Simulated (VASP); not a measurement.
# Zr (Fm-3m) in VASP: settings compared

Zr is run at these levels: PBE+D3(BJ), PBE; tasks: single point.

All numbers are computed with VASP 6.6.1; they aren't measurements. Logs are shortened: lines on timing, memory, paths and dates and some standing lists are left out, and cuts for length are marked.

**1. The cell of the first run**

It takes space group Fm-3m (No. 225, cubic). The conventional cell has a = 4.529 Å, b = 4.529 Å, c = 4.529 Å, α = 90.00°, β = 90.00°, γ = 90.00°. Within 4.2 Å of Zr (site symmetry m-3m) lie 12 Zr at 3.20 Å.

**2. Single point, PBE+D3(BJ)**

File INCAR:

```
ALGO = Normal
EDIFF = 1E-6
ENCUT = 500
GGA = PE
GGA_COMPAT = F
ISIF = 2
ISMEAR = 0
IVDW = 12
LASPH = T
LCHARG = F
LREAL = F
LWAVE = F
NBANDS = 12
NELM = 120
PREC = Accurate
SIGMA = 0.1
```

File KPOINTS:

```
k-points
0
Gamma
  10 10 10
```

File POSCAR:

```
Zr
1.0
    0.0000000000      2.2646202716      2.2646202716
    2.2646202716      0.0000000000      2.2646202716
    2.2646202716      2.2646202716      0.0000000000
Zr
1
Direct
    0.0000000000      0.0000000000      0.0000000000
```

Potentials or basis: VASP PAW PBE potentials, release 64 (Zr_sv).

The run is started by

```sh
cat potpaw_PBE.64/Zr_sv/POTCAR > POTCAR
mpirun -np 1 vasp_std > vasp.out
```

OUTCAR:

```text
EDIFF = 1E-6
   ENCUT = 500
   GGA = PE
   ISIF = 2
   ISMEAR = 0
   IVDW = 12
   LASPH = T
   LREAL = F
   NELM = 120
   PREC = Accurate
 IVDW          = 12

 ion  position               nearest neighbor table
   1  0.000  0.000  0.000-

  LATTYP: Found a face centered cubic cell.
 ALAT       =     4.5292405432

  Lattice vectors:

 A1 = (   0.0000000000,   2.2646202716,   2.2646202716)
 A2 = (   2.2646202716,   0.0000000000,   2.2646202716)
 A3 = (   2.2646202716,   2.2646202716,   0.0000000000)

Analysis of symmetry for initial positions (statically):
=====================================================================
 Subroutine PRICEL returns:
 Original cell was already a primitive cell.

 Routine SETGRP: Setting up the symmetry group for a
 face centered cubic supercell.

 Subroutine GETGRP returns: Found 48 space group operations
 (whereof 48 operations were pure point group operations)
 out of a pool of 48 trial point group operations.

The static configuration has the point symmetry O_h .

Analysis of symmetry for dynamics (positions and initial velocities):
=====================================================================
 Subroutine PRICEL returns:
 Original cell was already a primitive cell.

 Routine SETGRP: Setting up the symmetry group for a
 face centered cubic supercell.

 Subroutine GETGRP returns: Found 48 space group operations
 (whereof 48 operations were pure point group operations)
 out of a pool of 48 trial point group operations.

The dynamic configuration has the point symmetry O_h .

 Subroutine INISYM returns: Found 48 space group operations
 (whereof 48 operations are pure point group operations),
 and found     1 'primitive' translations

----------------------------------------------------------------------------------------

                                     Primitive cell

  volume of cell :      23.2282

  direct lattice vectors                    reciprocal lattice vectors
     0.000000000  2.264620272  2.264620272    -0.220787567  0.220787567  0.220787567
     2.264620272  0.000000000  2.264620272     0.220787567 -0.220787567  0.220787567
     2.264620272  2.264620272  0.000000000     0.220787567  0.220787567 -0.220787567

  length of vectors
     3.202656702  3.202656702  3.202656702     0.382415284  0.382415284  0.382415284

  position of ions in fractional coordinates (direct lattice)
     0.000000000  0.000000000  0.000000000

  ion indices of the primitive-cell ions
   primitive index   ion index
                 1           1

----------------------------------------------------------------------------------------

 KPOINTS: k-points

Automatic generation of k-mesh.
 Grid dimensions read from file:
 generate k-points for:   10   10   10

 Generating k-lattice:

  Cartesian coordinates                     Fractional coordinates (reciprocal lattice)
    -0.022078757  0.022078757  0.022078757     0.100000000  0.000000000  0.000000000
     0.022078757 -0.022078757  0.022078757     0.000000000  0.100000000  0.000000000
     0.022078757  0.022078757 -0.022078757     0.000000000  0.000000000  0.100000000

  Length of vectors
     0.038241528  0.038241528  0.038241528

  Shift w.r.t. Gamma in fractional coordinates (k-lattice)
     0.000000000  0.000000000  0.000000000

 Subroutine IBZKPT returns following result:
 ===========================================

 Found     47 irreducible k-points:

 Following reciprocal coordinates:
            Coordinates               Weight
  0.000000  0.000000  0.000000      1.000000
  0.100000  0.000000  0.000000      8.000000
  0.200000  0.000000  0.000000      8.000000
  0.300000  0.000000  0.000000      8.000000
  0.400000  0.000000  0.000000      8.000000
  0.500000  0.000000  0.000000      4.000000
[... 16 lines left out ...]
  0.300000  0.300000  0.000000      6.000000
  0.400000  0.300000  0.000000     24.000000
 [... further k-points ...]
   k-points           NKPTS =     47   k-points in BZ     NKDIM =     47   number of bands    NBANDS=     12
   number of dos      NEDOS =    301   number of ions     NIONS =      1
   total plane-waves  NPLWV =  13824
   dimension x,y,z NGX =    24 NGY =   24 NGZ =   24
   dimension x,y,z NGXF=    48 NGYF=   48 NGZF=   48
   ions per type =               1
   NGX,Y,Z   is equivalent  to a cutoff of  12.46, 12.46, 12.46 a.u.
   NGXF,Y,Z  is equivalent  to a cutoff of  24.92, 24.92, 24.92 a.u.
 SYSTEM =  unknown system
   PREC   = accura    normal or accurate (medium, high low for compatibility)
   ISTART =      0    job   : 0-new  1-cont  2-samecut
   ICHARG =      2    charge: 1-file 2-atom 10-const
   ISPIN  =      1    spin polarized calculation?
   LNONCOLLINEAR =      F non collinear calculations
   LSORBIT =      F    spin-orbit coupling
   LASPH  =      T    aspherical Exc in radial PAW
   ENCUT  =  500.0 eV  36.75 Ry    6.06 a.u.   5.84  5.84  5.84*2*pi/ulx,y,z
   NELM   =    120;   NELMIN=  2; NELMDL= -5     # of ELM steps
   EDIFF  = 0.1E-05   stopping-criterion for ELM
   LREAL  =      F    real-space projection
   EDIFFG = 0.1E-04   stopping-criterion for IOM
   NSW    =      0    number of steps for IOM
   IBRION =     -1    ionic relax: 0-MD 1-quasi-New 2-CG
   NFREE  =      0    steps in history (QN), initial steepest desc. (CG)
   ISIF   =      2    stress and relaxation
   ISYM   =      2    0-nonsym 1-usesym 2-fastsym
   POTIM  = 0.5000    time-step for ionic-motion
   TEBEG  =    0.0;   TEEND  =   0.0 temperature during run
   PSTRESS=    0.0 pullay stress
   NELECT =      12.0000    total number of electrons
   NUPDOWN=      -1.0000    fix difference up-down
   EMIN   =  10.00;   EMAX   =-10.00  energy-range for DOS
   EFERMI =   0.00;   METHOD = LEGACY
   ISMEAR =     0;   SIGMA  =   0.10  broadening in eV -4-tet -1-fermi 0-gaus
   EFERMI_NEDOS =   21; number of points for ismear=-14 and -15
   IALGO  =     38    algorithm
   IMIX   =      4    mixing-type and parameters
     AMIX     =   0.40;   BMIX     =  1.00
     AMIX_MAG =   1.60;   BMIX_MAG =  1.00
  volume/ion in A,a.u.               =      23.23       156.75
  Fermi-wavevector in a.u.,A,eV,Ry     =   1.313600  2.482344 23.477470  1.725545
  Thomas-Fermi vector in A             =   2.443912
   LORBIT       =      0    0 simple, 1 ext, 2 COOP (PROOUT), +10 PAW based schemes
   GGA     = PE    functional components
   LHFCALC =     F    Hartree Fock is set to
   AEXX    =    0.0000 exact exchange contribution
   IVDW    =    12    specifies the selected vdW correction
   LEPSILON=     F    determine dielectric tensor
   LRPA    =     F    only Hartree local field effects (RPA)
 non-spin polarized calculation
 Gauss-broadening in eV      SIGMA  =   0.10
  energy-cutoff  :      500.00
  volume of cell :       23.23
 maximum number of plane-waves:       609
   NGX = 11   NGY = 11   NGZ = 11

 number of electron      12.0000000 magnetization

 Free energy of the ion-electron system (eV)
  ---------------------------------------------------
  ext. energy  EPLUGINS =         0.00000000
  ---------------------------------------------------
  free energy    TOTEN  =        -8.48537000 eV

  energy without entropy =       -8.47783394  energy(sigma->0) =       -8.48160197

 E-fermi :   8.9000     XC(G=0): -11.0931

 val. band max:        8.8987004903   @ k =  -0.3000   0.2000   0.0000
 cond. band min:       8.9302001847   @ k =   0.3000   0.0000   0.0000
 fundamental gap:      0.0314996944
 Fermi energy:         8.8999596970

 k-point     1 :       0.0000    0.0000    0.0000
  band No.  band energies     occupation
      1     -39.7926      2.00000
      2     -17.3057      2.00000
      3     -17.3057      2.00000
      4     -17.3057      2.00000
      5       3.3567      2.00000
      6       9.8918      0.00000
      7       9.8918      0.00000
      8       9.8918      0.00000
      9      12.3089      0.00000
     10      12.3089      0.00000
     11      19.4142      0.00000
     12      23.5957      0.00000

 k-point     2 :       0.1000    0.0000    0.0000
  band No.  band energies     occupation
      1     -39.7792      2.00000
      2     -17.4037      2.00000
      3     -17.3178      2.00000
      4     -17.3178      2.00000
      5       3.6747      2.00000
      6       9.6120      0.00000
      7      10.0347      0.00000
      8      10.0347      0.00000
      9      12.1737      0.00000
     10      12.1737      0.00000
     11      20.0744      0.00000
     12      22.4281      0.00000

 k-point     3 :       0.2000    0.0000    0.0000
  band No.  band energies     occupation
      1     -39.7441      2.00000
      2     -17.6540      2.00000
      3     -17.3494      2.00000
      4     -17.3494      2.00000
      5       4.5109      2.00000
      6       9.0876      0.00797
      7      10.2443      0.00000
      8      10.2443      0.00000
      9      12.1122      0.00000
     10      12.1122      0.00000
     11      20.4328      0.00000
     12      21.9861      0.00000

 k-point     4 :       0.3000    0.0000    0.0000
  band No.  band energies     occupation
      1     -39.7004      2.00000
      2     -17.9519      2.00000
      3     -17.3880      2.00000
      4     -17.3880      2.00000
      5       5.4478      2.00000
      6       8.9302      0.66889
      7      10.1008      0.00000
      8      10.1008      0.00000
      9      12.7047      0.00000
     10      12.7047      0.00000
     11      19.2382      0.00000
     12      22.3216      0.00000

 k-point     5 :       0.4000    0.0000    0.0000
  band No.  band energies     occupation
      1     -39.6646      2.00000
      2     -18.1846      2.00000
      3     -17.4190      2.00000
      4     -17.4190      2.00000
      5       5.9015      2.00000
      6       9.5239      0.00000
      7       9.8279      0.00000
      8       9.8279      0.00000
      9      13.6257      0.00000
     10      13.6257      0.00000
     11      18.5330      0.00000
     12      20.3841      0.00000
[... 228 lines left out ...]
      1     -39.6514      2.00000
      2     -18.0463      2.00000
      3     -17.6665      2.00000
      4     -17.4318      2.00000
      5       6.8438      2.00000
      6       8.6106      1.99996
      7       8.8987      1.01421
      8      10.7015      0.00000
      9      12.3195      0.00000
     10      15.2060      0.00000
     11      19.5535      0.00000
     12      21.9656      0.00000

 k-point    22 :      -0.2000    0.2000    0.0000
  band No.  band energies     occupation
      1     -39.6853      2.00000
      2     -17.9035      2.00000
      3     -17.5751      2.00000
      4     -17.3829      2.00000
      5       6.0609      2.00000
      6       8.4926      2.00000
      7       9.4853      0.00000
      8      10.9573      0.00000
      9      11.3042      0.00000
     10      14.1471      0.00000
     11      20.7088      0.00000
     12      23.3888      0.00000

 k-point    23 :       0.3000    0.3000    0.0000
  band No.  band energies     occupation
      1     -39.6701      2.00000
      2     -17.9187      2.00000
      3     -17.5318      2.00000
      4     -17.5318      2.00000
      5       5.9614      2.00000
      6       7.5571      2.00000
      7      10.0313      0.00000
      8      12.1084      0.00000
      9      12.1084      0.00000
     10      13.3926      0.00000
     11      22.5809      0.00000
     12      22.5809      0.00000

 k-point    24 :       0.4000    0.3000    0.0000
  band No.  band energies     occupation
      1     -39.6419      2.00000
      2     -18.0426      2.00000
      3     -17.6014      2.00000
      4     -17.5696      2.00000
      5       6.2981      2.00000
      6       7.3294      2.00000
      7       9.9794      0.00000
      8      12.3250      0.00000
      9      13.3323      0.00000
     10      13.9780      0.00000
     11      20.4583      0.00000
     12      21.5864      0.00000

 [... further k-points ...]

------------------------ aborting loop because EDIFF is reached ----------------------------------------

 Edisp (eV)   -0.52961

 E8    (eV) :    -0.2719

  FORCE on cell =-STRESS in cart. coord.  units (eV):
  Direction    XX          YY          ZZ          XY          YZ          ZX
  --------------------------------------------------------------------------------------
  -------------------------------------------------------------------------------------
  Total      -0.54016    -0.54016    -0.54016     0.00000     0.00000    -0.00000
  in kB     -37.25777   -37.25777   -37.25777     0.00000     0.00000    -0.00000
  external pressure =      -37.26 kB  Pullay stress =        0.00 kB

 VOLUME and BASIS-vectors are now :
 -----------------------------------------------------------------------------
  energy-cutoff  :      500.00
  volume of cell :       23.23
      direct lattice vectors                 reciprocal lattice vectors
     0.000000000  2.264620272  2.264620272    -0.220787567  0.220787567  0.220787567
     2.264620272  0.000000000  2.264620272     0.220787567 -0.220787567  0.220787567
     2.264620272  2.264620272  0.000000000     0.220787567  0.220787567 -0.220787567

 POSITION                                       TOTAL-FORCE (eV/Angst)
 -----------------------------------------------------------------------------------
      0.00000      0.00000      0.00000        -0.000000     -0.000000     -0.000000
 -----------------------------------------------------------------------------------
    total drift:                               -0.000000      0.000000      0.000000

  FREE ENERGIE OF THE ION-ELECTRON SYSTEM (eV)
  ---------------------------------------------------
  free  energy   TOTEN  =        -9.0149836655 eV

  energy  without entropy=       -9.0074476059  energy(sigma->0) =       -9.01121564
```

Run time: 9.1 s. Hardware: 1 thread of Intel Xeon Platinum 8259CL at 2.50GHz (Skylake/Cascade Lake), shared host; peak memory 0.15 GiB.

Results:

```yaml
Free_energy: -9.0150 eV
Pressure: -3.7 GPa
Band_gap_on_the_k_mesh: zero (band 6 reaches 9.89 eV, above the bottom of band 7 at 8.63 eV)
Dispersion_energy_per_atom: -0.530 eV
```

Caveat: pairwise dispersion overbinds metals, which lowers pressure and volume.

**3. Single point, PBE**

File INCAR:

```
SYSTEM = Zr
PREC = Accurate
ENCUT = 500
EDIFF = 1E-6
ISMEAR = 0
SIGMA = 0.1
LREAL = .False.
LASPH = .True.
NELM = 120
ALGO = Normal
ISIF = 2
LWAVE = .False.
LCHARG = .False.
GGA = PE
NBANDS = 12
GGA_COMPAT = .False.
```

File KPOINTS:

```
regular mesh
0
Gamma
  10 10 10
  0 0 0
```

Changes to POSCAR since step 2:

```diff
@@ -8,2 +8,2 @@
 Direct
-    0.0000000000      0.0000000000      0.0000000000
+   -0.1103937835      0.1103937835      0.1103937835
```

Potentials or basis: VASP PAW PBE potentials, release 64 (Zr_sv).

The run is started by

```sh
cat potpaw_PBE.64/Zr_sv/POTCAR > POTCAR
mpirun -np 1 vasp_std > vasp.out
```

It took 12 s on 1 thread of Intel Xeon Platinum 8259CL at 2.50GHz (Skylake/Cascade Lake), shared host; peak memory 0.13 GiB.

It converged, with:

```yaml
Free_energy: -8.4854 eV
Pressure: 0.1 GPa
Band_gap_on_the_k_mesh: zero (band 6 reaches 9.89 eV, above the bottom of band 7 at 8.63 eV)
```

Levels at points of the mesh, in eV from the Fermi level:
```
           k point  band 3  band 4  band 5  band 6  band 7  band 8  band 9  band 10
(0.00, 0.00, 0.00)  -26.21  -26.21   -5.54    0.99    0.99    0.99    3.41     3.41
(0.50, 0.00, 0.00)  -26.33  -26.33   -2.93    0.81    0.81    1.12    5.19     5.19
(0.50, 0.50, 0.00)  -26.55  -26.55   -2.97   -2.17    3.01    5.20    5.70     5.70
```

(Part 1 of 2 ends here.)
